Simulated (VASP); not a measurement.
# HgTe (wurtzite type) (P6_3mc) in VASP: further runs

Runs on HgTe (wurtzite type). Level: PBE. Tasks: relaxation of cell and atoms, single point.

All numbers are computed with VASP 6.6.1; they aren't measurements. Logs are shortened: lines on timing, memory, paths and dates and some standing lists are left out, and cuts for length are marked.

### Step 1. The cell of the first run

The structure is hexagonal, space group P6_3mc (No. 186). The conventional cell has a = 4.473 Å, b = 4.473 Å, c = 7.291 Å, α = 90.00°, β = 90.00°, γ = 120.00°. Hg (site symmetry 3m) has 4 Te at 2.74 Å within 3.6 Å. Te (site symmetry 3m) has 4 Hg at 2.74 Å within 3.6 Å.

### Step 2. Relaxation of cell and atoms, PBE, target pressure 4 GPa, at which the enthalpy is minimised

INCAR

```
SYSTEM = HgTe
PREC = Accurate
ENCUT = 600
EDIFF = 1E-7
ISMEAR = -1
SIGMA = 0.08
LREAL = .FALSE.
LASPH = .TRUE.
NELM = 100
ALGO = Normal
ISIF = 3
LWAVE = .FALSE.
LCHARG = .FALSE.
GGA = PE
IBRION = 2
NSW = 60
EDIFFG = -0.005
PSTRESS = 40.0
```

KPOINTS

```
regular mesh
0
G
  9 9 5
  0 0 0
```

POSCAR

```
HgTe
1.0
    4.4731611338      0.0000000000      0.0000000000
   -2.2365805669      3.8738711771      0.0000000000
    0.0000000000      0.0000000000      7.2912526480
Hg Te
2 2
Direct
    0.3333333333      0.6666666667      0.0000000000
    0.6666666667      0.3333333333      0.5000000000
    0.3333333333      0.6666666667      0.3760000000
    0.6666666667      0.3333333333      0.8760000000
```

Potentials or basis: VASP PAW PBE potentials, release 64 (Hg, Te).

Started as:

```bash
cat potpaw_PBE.64/Hg/POTCAR potpaw_PBE.64/Te/POTCAR > POTCAR
mpirun -np 1 vasp_std > vasp.out
```

OUTCAR:

```text
SYSTEM = HgTe
   PREC = Accurate
   ENCUT = 600
   EDIFF = 1E-7
   ISMEAR = -1
   LREAL = .FALSE.
   LASPH = .TRUE.
   NELM = 100
   ISIF = 3
   GGA = PE
   IBRION = 2
   NSW = 60
   EDIFFG = -0.005
   PSTRESS = 40.0

 ion  position               nearest neighbor table
   1  0.333  0.667  0.000-   4 2.74   4 2.74   4 2.74   3 2.74
   2  0.667  0.333  0.500-   3 2.74   3 2.74   3 2.74   4 2.74
   3  0.333  0.667  0.376-   2 2.74   2 2.74   2 2.74   1 2.74
   4  0.667  0.333  0.876-   1 2.74   1 2.74   1 2.74   2 2.74

  LATTYP: Found a hexagonal cell.
 ALAT       =     4.4731611338
 C/A-ratio  =     1.6300000000

  Lattice vectors:

 A1 = (   4.4731611338,   0.0000000000,   0.0000000000)
 A2 = (  -2.2365805669,   3.8738711771,   0.0000000000)
 A3 = (   0.0000000000,   0.0000000000,   7.2912526480)

Analysis of symmetry for initial positions (statically):
=====================================================================
 Subroutine PRICEL returns:
 Original cell was already a primitive cell.

 Routine SETGRP: Setting up the symmetry group for a
 hexagonal supercell.

 Subroutine GETGRP returns: Found 12 space group operations
 (whereof  6 operations were pure point group operations)
 out of a pool of 24 trial point group operations.

The static configuration has the point symmetry C_3v.
 The point group associated with its full space group is C_6v.

Analysis of symmetry for dynamics (positions and initial velocities):
=====================================================================
 Subroutine PRICEL returns:
 Original cell was already a primitive cell.

 Routine SETGRP: Setting up the symmetry group for a
 hexagonal supercell.

 Subroutine GETGRP returns: Found 12 space group operations
 (whereof  6 operations were pure point group operations)
 out of a pool of 24 trial point group operations.

The dynamic configuration has the point symmetry C_3v.
 The point group associated with its full space group is C_6v.

 Subroutine INISYM returns: Found 12 space group operations
 (whereof  6 operations are pure point group operations),
 and found     1 'primitive' translations

----------------------------------------------------------------------------------------

                                     Primitive cell
[... 102 lines left out ...]
   ISYM   =      2    0-nonsym 1-usesym 2-fastsym
   POTIM  = 0.5000    time-step for ionic-motion
   TEBEG  =    0.0;   TEEND  =   0.0 temperature during run
   PSTRESS=   40.0 pullay stress
   NELECT =      36.0000    total number of electrons
   NUPDOWN=      -1.0000    fix difference up-down
   EMIN   =  10.00;   EMAX   =-10.00  energy-range for DOS
   EFERMI =   0.00;   METHOD = LEGACY
   ISMEAR =    -1;   SIGMA  =   0.08  broadening in eV -4-tet -1-fermi 0-gaus
   EFERMI_NEDOS =   21; number of points for ismear=-14 and -15
   IALGO  =     38    algorithm
   IMIX   =      4    mixing-type and parameters
     AMIX     =   0.40;   BMIX     =  1.00
     AMIX_MAG =   1.60;   BMIX_MAG =  1.00
  volume/ion in A,a.u.               =      31.59       213.16
  Fermi-wavevector in a.u.,A,eV,Ry     =   1.077263  2.035732 15.789498  1.160495
  Thomas-Fermi vector in A             =   2.213170
   LORBIT       =      0    0 simple, 1 ext, 2 COOP (PROOUT), +10 PAW based schemes
   GGA     = PE    functional components
   LHFCALC =     F    Hartree Fock is set to
   AEXX    =    0.0000 exact exchange contribution
   IVDW    =     0    specifies the selected vdW correction
   LEPSILON=     F    determine dielectric tensor
   LRPA    =     F    only Hartree local field effects (RPA)
 conjugate gradient relaxation of ions
 non-spin polarized calculation
  energy-cutoff  :      600.00
  volume of cell :      126.35
 maximum number of plane-waves:      4254
 NGX is ok and might be reduce to    36
   NGX = 17   NGY = 17   NGZ = 29

--------------------------------------- Ionic step        1  -------------------------------------------

 number of electron      36.0000000 magnetization

 Free energy of the ion-electron system (eV)
  ---------------------------------------------------
  ext. energy  EPLUGINS =         0.00000000
  ---------------------------------------------------
  free energy    TOTEN  =        -6.82187889 eV

  energy without entropy =       -6.82026438  energy(sigma->0) =       -6.82107163

------------------------ aborting loop because EDIFF is reached ----------------------------------------

  FORCE on cell =-STRESS in cart. coord.  units (eV):
  Direction    XX          YY          ZZ          XY          YZ          ZX
  --------------------------------------------------------------------------------------
  -------------------------------------------------------------------------------------
  Total        6.0967848      6.0967848      6.4295329      0.0000000      0.0000000      0.0000000
  in kB       77.3124768     77.3124768     81.5320084      0.0000000      0.0000000      0.0000000
  external PRESSURE =      38.7189873 kB  Pullay stress =      40.0000000 kB
[... 103 lines left out ...]
  energy  without entropy=       -7.1177083947  energy(sigma->0) =       -7.11857418

  enthalpy is  TOTEN    =        -3.7606814533 eV   P V=        3.3587585031

[... ionic steps 4 to 12 ...]

--------------------------------------- Ionic step       13  -------------------------------------------

 number of electron      36.0000005 magnetization

------------------------ aborting loop because EDIFF is reached ----------------------------------------
[... 75 lines left out ...]
--------------------------------------- Ionic step       15  -------------------------------------------

 number of electron      36.0000005 magnetization

 Free energy of the ion-electron system (eV)
  ---------------------------------------------------
  ext. energy  EPLUGINS =         0.00000000
  ---------------------------------------------------
  free energy    TOTEN  =        -7.11743517 eV

  energy without entropy =       -7.11574511  energy(sigma->0) =       -7.11659014

 E-fermi :   3.2942     XC(G=0):  -8.7599

 val. band max:        3.1649797822   @ k =   0.0000   0.0000   0.0000
 cond. band min:       3.7465765203   @ k =   0.0000   0.0000   0.0000
 fundamental gap:      0.5815967381
 Fermi energy:         3.2942398266

 k-point     1 :       0.0000    0.0000    0.0000
  band No.  band energies     occupation
      1      -8.8734      2.00000
      2      -8.2958      2.00000
      3      -4.2325      2.00000
      4      -4.2166      2.00000
      5      -4.2166      2.00000
      6      -4.1201      2.00000
[... 589 lines left out ...]
     21       6.6776      0.00000
     22       8.6153      0.00000

 [... further k-points ...]
[... 5 lines left out ...]
  --------------------------------------------------------------------------------------
  -------------------------------------------------------------------------------------
  Total        3.3752336      3.3752336      3.3746319      0.0000000      0.0000000      0.0000000
  in kB       40.2288610     40.2288610     40.2216899      0.0000000      0.0000000      0.0000000
  external PRESSURE =       0.2264706 kB  Pullay stress =      40.0000000 kB
[... 23 lines left out ...]
  energy  without entropy=       -7.1157451067  energy(sigma->0) =       -7.11659014

  enthalpy is  TOTEN    =        -3.7614032290 eV   P V=        3.3560319459

 reached required accuracy - stopping structural energy minimisation
```

OSZICAR:

```text
N       E                     dE             d eps       ncg     rms          rms(c)
DAV:   1     0.258740126635E+03    0.25874E+03   -0.17467E+04  1584   0.161E+03
DAV:   2     0.664630618569E+01   -0.25209E+03   -0.24610E+03  1680   0.339E+02
DAV:   3    -0.708306019783E+01   -0.13729E+02   -0.13649E+02  1916   0.772E+01
[... 137 lines left out ...]
DAV:   1    -0.711744680554E+01   -0.21300E-03   -0.61237E-04  1590   0.170E-01    0.203E-02
DAV:   2    -0.711743860441E+01    0.82011E-05   -0.15003E-05  1770   0.375E-02    0.828E-03
DAV:   3    -0.711743583018E+01    0.27742E-05   -0.45203E-06  1788   0.147E-02    0.517E-03
DAV:   4    -0.711743521438E+01    0.61580E-06   -0.10869E-06  1830   0.765E-03    0.144E-03
DAV:   5    -0.711743517496E+01    0.39421E-07   -0.99950E-08   816   0.309E-03
  15 F= -.37614032E+01 E0= -.37605582E+01  d E =-.532132E-04
```

CONTCAR:

```text
HgTe
   1.00000000000000
     4.5520332007962949   -0.0000000000000000   -0.0000000000000000
    -2.2760166003981475    3.9421763907770697   -0.0000000000000000
     0.0000000000000000    0.0000000000000000    7.4909207696312148
  Hg              Te
     2     2
Direct
     0.3333333332999970    0.6666666667000030    0.0012139378883017
     0.6666666667000030    0.3333333332999970    0.5012139378883017
     0.3333333332999970    0.6666666667000030    0.3747860621116960
     0.6666666667000030    0.3333333332999970    0.8747860621116960

  0.00000000E+00  0.00000000E+00  0.00000000E+00
  0.00000000E+00  0.00000000E+00  0.00000000E+00
  0.00000000E+00  0.00000000E+00  0.00000000E+00
  0.00000000E+00  0.00000000E+00  0.00000000E+00
```

It took 16 min on 1 thread of Intel Xeon Platinum 8259CL at 2.50GHz (Skylake/Cascade Lake), shared host; peak memory 0.36 GiB.

Results:

```
Free energy                                            : -7.1174 eV
Relaxed volume                                         : 33.61 Å³/atom
Relaxed cell                                           : a = 4.552 Å, b = 4.552 Å, c = 7.491 Å, α = 90.00°, β = 90.00°, γ = 120.00°
Space group after relaxing (to 0.05 Å)                 : P6_3mc (No. 186)
Energy change on relaxing (the enthalpy is what falls) : -73.9 meV/atom
Ionic steps                                            : 15
Pressure after relaxing                                : 4.0 GPa
Band gap on the k mesh                                 : zero (filled and empty bands touch)
```

Step by step:
| step | energy change (eV) | largest force (eV/Å) | pressure (GPa) | volume (Å³) |
| --- | --- | --- | --- | --- |
| 1 | 0.0000 | 0.0098 | 7.87 | 126.35 |
| 2 | -0.4092 | 0.0195 | 1.79 | 140.82 |
| 3 | -0.2976 | 0.0184 | 3.99 | 134.53 |
| 4 | -0.2934 | 0.0183 | 4.06 | 134.37 |
| 5 | -0.2934 | 0.0242 | 4.06 | 134.36 |
| 6 | -0.2934 | 0.0324 | 4.06 | 134.36 |
| 7 | -0.2974 | 0.0230 | 4.00 | 134.51 |
| 8 | -0.3018 | 0.0120 | 3.93 | 134.68 |
| 9 | -0.2995 | 0.0030 | 3.96 | 134.58 |
| 10 | -0.2977 | 0.0035 | 3.99 | 134.51 |
| 11 | -0.2970 | 0.0065 | 4.00 | 134.48 |
| 12 | -0.2958 | 0.0006 | 4.02 | 134.43 |
| 13 | -0.2956 | 0.0014 | 4.02 | 134.43 |
| 14 | -0.2954 | 0.0029 | 4.03 | 134.42 |
| 15 | -0.2956 | 0.0018 | 4.02 | 134.42 |

Final structure:
```
Hg Te
1.0
     4.55203    0.00000    0.00000
    -2.27602    3.94218    0.00000
     0.00000    0.00000    7.49092
Hg Te
2 2
Direct
  0.33333 0.66667 0.00121
  0.66667 0.33333 0.50121
  0.33333 0.66667 0.37479
  0.66667 0.33333 0.87479
```

Levels at points of the mesh, in eV from the Fermi level:
```tsv
k point	band 16	band 17	band 18	band 19	band 20	band 21
(0.00, 0.00, 0.00)	-0.82	-0.23	-0.13	-0.13	0.45	4.06
```

Caveat: the cell is relaxed towards a set pressure, so the enthalpy falls and the energy may rise; spin-orbit coupling is left out, which moves the levels of the heavy elements.

### Step 3. Single point, PBE

This run uses another cell than the first one, of 33.56 Å³/atom, 1.063 times its volume.

INCAR

```
SYSTEM = HgTe
PREC = Accurate
ENCUT = 520
EDIFF = 1E-6
ISMEAR = -1
SIGMA = 0.08
LREAL = .False.
LASPH = .True.
NELM = 80
ALGO = Normal
ISIF = 2
LWAVE = .False.
LCHARG = .True.
GGA = PE
LELF = .True.
LVHAR = .True.
NBANDS = 26
```

KPOINTS

```
regular mesh
0
Gamma
  9 9 5
  0 0 0
```

POSCAR

```
HgTe
1.0
    4.5494375749      0.0000000000      0.0000000000
   -2.2747187874      3.9399285128      0.0000000000
    0.0000000000      0.0000000000      7.4901901705
Hg Te
2 2
Direct
    0.3333333333      0.6666666667      0.0013051810
    0.6666666667      0.3333333333      0.5013051810
    0.3333333333      0.6666666667      0.3746948190
    0.6666666667      0.3333333333      0.8746948190
```

Potentials or basis: VASP PAW PBE potentials, release 64 (Hg, Te).

Started as:

```bash
cat potpaw_PBE.64/Hg/POTCAR potpaw_PBE.64/Te/POTCAR > POTCAR
mpirun -np 1 vasp_std > vasp.out
```

OUTCAR:

```text
SYSTEM = HgTe
   PREC = Accurate
   ENCUT = 520
   EDIFF = 1E-6
   ISMEAR = -1
   LREAL = .False.
   LASPH = .True.
   NELM = 80
   ISIF = 2
   GGA = PE

 ion  position               nearest neighbor table
   1  0.333  0.667  0.001-   4 2.79   4 2.79   4 2.79   3 2.80
   2  0.667  0.333  0.501-   3 2.79   3 2.79   3 2.79   4 2.80
   3  0.333  0.667  0.375-   2 2.79   2 2.79   2 2.79   1 2.80
   4  0.667  0.333  0.875-   1 2.79   1 2.79   1 2.79   2 2.80

  LATTYP: Found a hexagonal cell.
 ALAT       =     4.5494375749
 C/A-ratio  =     1.6463991531

  Lattice vectors:

 A1 = (   4.5494375749,   0.0000000000,   0.0000000000)
 A2 = (  -2.2747187874,   3.9399285128,   0.0000000000)
 A3 = (   0.0000000000,   0.0000000000,   7.4901901705)

Analysis of symmetry for initial positions (statically):
=====================================================================
 Subroutine PRICEL returns:
 Original cell was already a primitive cell.

 Routine SETGRP: Setting up the symmetry group for a
 hexagonal supercell.

[... 166 lines left out ...]
  ext. energy  EPLUGINS =         0.00000000
  ---------------------------------------------------
  free energy    TOTEN  =        -7.11398747 eV

  energy without entropy =       -7.11230248  energy(sigma->0) =       -7.11314498

 E-fermi :   3.3079     XC(G=0):  -8.7659

 val. band max:        3.1791540368   @ k =   0.0000   0.0000   0.0000
 cond. band min:       3.7652624313   @ k =   0.0000   0.0000   0.0000
 fundamental gap:      0.5861083946
 Fermi energy:         3.3078870775

 k-point     1 :       0.0000    0.0000    0.0000
  band No.  band energies     occupation
      1      -8.8692      2.00000
      2      -8.2900      2.00000
      3      -4.2274      2.00000
      4      -4.2101      2.00000
      5      -4.2101      2.00000
      6      -4.1131      2.00000
[... 685 lines left out ...]
     25      10.2575      0.00000
     26      10.2575      0.00000

 [... further k-points ...]
[... 5 lines left out ...]
  --------------------------------------------------------------------------------------
  -------------------------------------------------------------------------------------
  Total        3.4157059      3.4157059      3.4136917      0.0000000     -0.0000000     -0.0000000
  in kB       40.7616881     40.7616881     40.7376510      0.0000000     -0.0000000     -0.0000000
  external PRESSURE =      40.7536758 kB  Pullay stress =       0.0000000 kB

 VOLUME and BASIS-vectors are now :
 -----------------------------------------------------------------------------
  energy-cutoff  :      520.00
  volume of cell :      134.26
      direct lattice vectors                 reciprocal lattice vectors
     4.549437575  0.000000000  0.000000000     0.219807390  0.126905856  0.000000000
    -2.274718787  3.939928513  0.000000000     0.000000000  0.253811712  0.000000000
     0.000000000  0.000000000  7.490190171     0.000000000  0.000000000  0.133507959

 POSITION                                       TOTAL-FORCE (eV/Angst)
 -----------------------------------------------------------------------------------
     -0.00000      2.62662      0.00978        -0.000000     -0.000000     -0.000066
      2.27472      1.31331      3.75487         0.000000      0.000000     -0.000066
     -0.00000      2.62662      2.80654        -0.000000      0.000000      0.000066
      2.27472      1.31331      6.55163         0.000000     -0.000000      0.000066
 -----------------------------------------------------------------------------------
    total drift:                               -0.000000      0.000000      0.000827

  FREE ENERGIE OF THE ION-ELECTRON SYSTEM (eV)
  ---------------------------------------------------
  free  energy   TOTEN  =        -7.1139874729 eV

  energy  without entropy=       -7.1123024832  energy(sigma->0) =       -7.11314498
```

stdout:

```text
POSCAR found type information on POSCAR HgTe
 POSCAR found :  2 types and       4 ions
 scaLAPACK will be used
 LDA part: xc-table for (Slater+PW92), standard interpolation
 POSCAR, INCAR and KPOINTS ok, starting setup
 FFT: planning ... GRIDC
 FFT: planning ... GRID_SOFT
 FFT: planning ... GRID
 WAVECAR not read
 entering main loop
```

It took 69 s on 1 thread of Intel Xeon Platinum 8488C (Sapphire Rapids), shared host; peak memory 0.31 GiB.

Results:

| Quantity | Value |
| --- | --- |
| Free energy | -7.1140 eV |
| Pressure | 4.1 GPa |
| Band gap on the k mesh | zero (filled and empty bands touch) |

Levels at points of the mesh, in eV from the Fermi level:
```tsv
k point	band 16	band 17	band 18	band 19	band 20	band 21
(0.00, 0.00, 0.00)	-0.82	-0.23	-0.13	-0.13	0.46	4.06
```

Caveat: spin-orbit coupling is left out, which moves the levels of the heavy elements.
